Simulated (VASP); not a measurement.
# La (Im-3m) in VASP: further runs, part 2 of 2

VASP 6.6.1. Earlier steps stand in the parts before.

## (3) Relaxation of cell and atoms, PBEsol, target pressure 5 GPa, at which the enthalpy is minimised

INCAR

```
PREC     = Accurate       # precision mode
ENCUT    = 600            # plane-wave cutoff, eV
EDIFF    = 1E-6           # SCF threshold, eV
ISMEAR   = -1             # smearing method
SIGMA    = 0.05           # smearing width, eV
LREAL    = F              # projectors in reciprocal space
LASPH    = T              # aspherical terms in the spheres
NELM     = 100            # most SCF steps
ALGO     = Normal         # electronic algorithm
ISIF     = 3              # what is computed and relaxed
LWAVE    = F              # write WAVECAR
LCHARG   = F              # write CHGCAR
GGA      = PS             # functional
IBRION   = 2              # ionic algorithm
NSW      = 80             # ionic steps
EDIFFG   = -0.02          # ionic threshold
PSTRESS  = 50.0
```

KPOINTS

```
Automatic mesh
0
Gamma
  9 9 9
```

POSCAR

```
La
1.0
   -2.1238310710      2.1238310710      2.1238310710
    2.1238310710     -2.1238310710      2.1238310710
    2.1238310710      2.1238310710     -2.1238310710
La
1
Direct
    0.0000000000      0.0000000000      0.0000000000
```

Potentials or basis: VASP PAW PBE potentials, release 64 (La).

Launch:

```
> cat potpaw_PBE.64/La/POTCAR > POTCAR
> mpirun -np 1 vasp_std > vasp.out
```

OUTCAR:

```text
PREC = Accurate
   ENCUT = 600
   EDIFF = 1E-6
   ISMEAR = -1
   LREAL = F
   LASPH = T
   NELM = 100
   ISIF = 3
   GGA = PS
   IBRION = 2
   NSW = 80
   EDIFFG = -0.02
   PSTRESS = 50.0

 ion  position               nearest neighbor table
   1  0.000  0.000  0.000-

  LATTYP: Found a body centered cubic cell.
 ALAT       =     4.2476621420

  Lattice vectors:

 A1 = (  -2.1238310710,   2.1238310710,   2.1238310710)
 A2 = (   2.1238310710,  -2.1238310710,   2.1238310710)
 A3 = (   2.1238310710,   2.1238310710,  -2.1238310710)

Analysis of symmetry for initial positions (statically):
=====================================================================
 Subroutine PRICEL returns:
 Original cell was already a primitive cell.

 Routine SETGRP: Setting up the symmetry group for a
 body centered cubic supercell.

 Subroutine GETGRP returns: Found 48 space group operations
 (whereof 48 operations were pure point group operations)
 out of a pool of 48 trial point group operations.

The static configuration has the point symmetry O_h .

Analysis of symmetry for dynamics (positions and initial velocities):
=====================================================================
 Subroutine PRICEL returns:
 Original cell was already a primitive cell.

 Routine SETGRP: Setting up the symmetry group for a
 body centered cubic supercell.

 Subroutine GETGRP returns: Found 48 space group operations
 (whereof 48 operations were pure point group operations)
 out of a pool of 48 trial point group operations.

The dynamic configuration has the point symmetry O_h .

 Subroutine INISYM returns: Found 48 space group operations
 (whereof 48 operations are pure point group operations),
 and found     1 'primitive' translations

----------------------------------------------------------------------------------------

                                     Primitive cell

  volume of cell :      38.3195

  direct lattice vectors                    reciprocal lattice vectors
[... 74 lines left out ...]
   NGXF,Y,Z  is equivalent  to a cutoff of  27.12, 27.12, 27.12 a.u.
 SYSTEM =  unknown system
   PREC   = accura    normal or accurate (medium, high low for compatibility)
   ISTART =      0    job   : 0-new  1-cont  2-samecut
   ICHARG =      2    charge: 1-file 2-atom 10-const
   ISPIN  =      1    spin polarized calculation?
   LNONCOLLINEAR =      F non collinear calculations
   LSORBIT =      F    spin-orbit coupling
   LASPH  =      T    aspherical Exc in radial PAW
   ENCUT  =  600.0 eV  44.10 Ry    6.64 a.u.   7.35  7.35  7.35*2*pi/ulx,y,z
   NELM   =    100;   NELMIN=  2; NELMDL= -5     # of ELM steps
   EDIFF  = 0.1E-05   stopping-criterion for ELM
   LREAL  =      F    real-space projection
   EDIFFG = -.2E-01   stopping-criterion for IOM
   NSW    =     80    number of steps for IOM
   IBRION =      2    ionic relax: 0-MD 1-quasi-New 2-CG
   NFREE  =      1    steps in history (QN), initial steepest desc. (CG)
   ISIF   =      3    stress and relaxation
   ISYM   =      2    0-nonsym 1-usesym 2-fastsym
   POTIM  = 0.5000    time-step for ionic-motion
   TEBEG  =    0.0;   TEEND  =   0.0 temperature during run
   PSTRESS=   50.0 pullay stress
   NELECT =      11.0000    total number of electrons
   NUPDOWN=      -1.0000    fix difference up-down
   EMIN   =  10.00;   EMAX   =-10.00  energy-range for DOS
   EFERMI =   0.00;   METHOD = LEGACY
   ISMEAR =    -1;   SIGMA  =   0.05  broadening in eV -4-tet -1-fermi 0-gaus
   EFERMI_NEDOS =   21; number of points for ismear=-14 and -15
   IALGO  =     38    algorithm
   IMIX   =      4    mixing-type and parameters
     AMIX     =   0.40;   BMIX     =  1.00
     AMIX_MAG =   1.60;   BMIX_MAG =  1.00
  volume/ion in A,a.u.               =      38.32       258.59
  Fermi-wavevector in a.u.,A,eV,Ry     =   1.079939  2.040788 15.868033  1.166268
  Thomas-Fermi vector in A             =   2.215917
   LORBIT       =      0    0 simple, 1 ext, 2 COOP (PROOUT), +10 PAW based schemes
   GGA     = PS    functional components
   LHFCALC =     F    Hartree Fock is set to
   AEXX    =    0.0000 exact exchange contribution
   IVDW    =     0    specifies the selected vdW correction
   LEPSILON=     F    determine dielectric tensor
   LRPA    =     F    only Hartree local field effects (RPA)
 conjugate gradient relaxation of ions
 non-spin polarized calculation
  energy-cutoff  :      600.00
  volume of cell :       38.32
 maximum number of plane-waves:      1298
 NGX is ok and might be reduce to    30
   NGX = 15   NGY = 15   NGZ = 15

--------------------------------------- Ionic step        1  -------------------------------------------

 number of electron      11.0000001 magnetization

 Free energy of the ion-electron system (eV)
  ---------------------------------------------------
  ext. energy  EPLUGINS =         0.00000000
  ---------------------------------------------------
  free energy    TOTEN  =        -5.19322148 eV

  energy without entropy =       -5.16608373  energy(sigma->0) =       -5.17965260

 E-fermi :   7.4345     XC(G=0):  -9.5567

 val. band max:        7.4076514167   @ k =  -0.2222   0.3333   0.1111
 cond. band min:       7.4363721035   @ k =   0.3333   0.2222   0.0000
 fundamental gap:      0.0287206868
 Fermi energy:         7.4345372538
[... 695 lines left out ...]
--------------------------------------- Ionic step        4  -------------------------------------------

 number of electron      11.0000000 magnetization

 Free energy of the ion-electron system (eV)
  ---------------------------------------------------
  ext. energy  EPLUGINS =         0.00000000
  ---------------------------------------------------
  free energy    TOTEN  =        -5.15735725 eV

  energy without entropy =       -5.13738290  energy(sigma->0) =       -5.14737008

 E-fermi :   9.9369     XC(G=0): -10.6181

 val. band max:        9.9305948330   @ k =  -0.4444   0.4444   0.2222
 cond. band min:       9.9647650927   @ k =  -0.3333   0.3333   0.2222
 fundamental gap:      0.0341702597
 Fermi energy:         9.9369083600
[... 320 lines left out ...]
  energy  without entropy=       -5.1373828982  energy(sigma->0) =       -5.14737008

  enthalpy is  TOTEN    =        -4.2262905978 eV   P V=        0.9310666570

 reached required accuracy - stopping structural energy minimisation
```

CONTCAR:

```text
La
   1.00000000000000
    -1.9538315593623734    1.9538315593623734    1.9538315593623734
     1.9538315593623734   -1.9538315593623734    1.9538315593623734
     1.9538315593623734    1.9538315593623734   -1.9538315593623734
  La
     1
Direct
     0.0000000000000000    0.0000000000000000    0.0000000000000000

  0.00000000E+00  0.00000000E+00  0.00000000E+00
```

Run time: 55 s. Hardware: 1 thread of Intel Xeon Platinum 8375C at 2.90GHz (Ice Lake), shared host; peak memory 0.2 GiB.

Results:

* Free energy: -5.1574 eV
* Relaxed volume: 29.83 Å³/atom
* Relaxed cell: a = 3.384 Å, b = 3.384 Å, c = 3.384 Å, α = 109.47°, β = 109.47°, γ = 109.47°
* Space group after relaxing (to 0.05 Å): Im-3m (No. 229)
* Energy change on relaxing (the enthalpy is what falls): +35.9 meV/atom
* Ionic steps: 4
* Pressure after relaxing: 4.9 GPa

The path:
| step | energy change (eV) | largest force (eV/Å) | pressure (GPa) | volume (Å³) |
| --- | --- | --- | --- | --- |
| 1 | 0.0000 | 0.0000 | -2.55 | 38.32 |
| 2 | 0.0585 | 0.0000 | 5.73 | 29.15 |
| 3 | 0.0408 | 0.0000 | 5.15 | 29.68 |
| 4 | 0.0359 | 0.0000 | 4.95 | 29.83 |

Final structure:
```
CELL_PARAMETERS angstrom
-1.95383 1.95383 1.95383
1.95383 -1.95383 1.95383
1.95383 1.95383 -1.95383
ATOMIC_POSITIONS crystal
La 0.00000 0.00000 0.00000
```

Levels at points of the mesh, in eV from the Fermi level:
```
           k point  band 4  band 5  band 6  band 7  band 8  band 9
(0.00, 0.00, 0.00)  -14.92   -2.85    1.74    1.74    1.74    1.82
```

Caveat: the cell is relaxed towards a set pressure, so the enthalpy falls and the energy may rise; the volume moved by over 15 % at a fixed basis, so the end points are rough; the PAW data sets were made with another functional, which shifts forces and pressure a little; spin-orbit coupling is left out, which moves the levels of the heavy elements.
